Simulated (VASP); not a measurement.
Runs of VASP 6.6.1 on Gd. The structure is that of space group Fm-3m (No. 225), or close to it. The cells are those of the table. 

| cell | gap on the mesh (eV) | pressure (GPa) | moment (μB) |
| --- | --- | --- | --- |
| a = 3.557 Å, angles 60.0°, 1 atom | none | -1.3 | (c) |
| a = 3.607 Å, angles 60.0°, 1 atom | none | -2.3 | (a) |
| a = 3.705 Å, angles 60.0°, 1 atom | none | -4.1 | 7.56 |
| a = 3.657 Å, angles 60.0°, 1 atom | none | -3.4 | 7.49 |
| a = 3.752 Å, angles 60.0°, 1 atom | none | (b) | 7.63 |

Alike in all rows: task single point; level PBEsol; potentials or basis VASP PAW PBE potentials, release 64 (Gd); spin collinear, ferromagnetic start; k mesh 10 × 10 × 10; cutoff (eV) 520; smearing fermi-dirac 0.05 eV.

Q: Fill in the values left out.

A: (a) 7.41; (b) -4.7; (c) 7.35.

Caveats: the PAW data sets were made with another functional, which shifts forces and pressure a little; spin-orbit coupling is left out, which moves the levels of the heavy elements.

A k mesh can miss the band edges, and the runs leave out spin-orbit coupling on Gd.

A gap of «none» marks levels without a gap at the run's occupations.
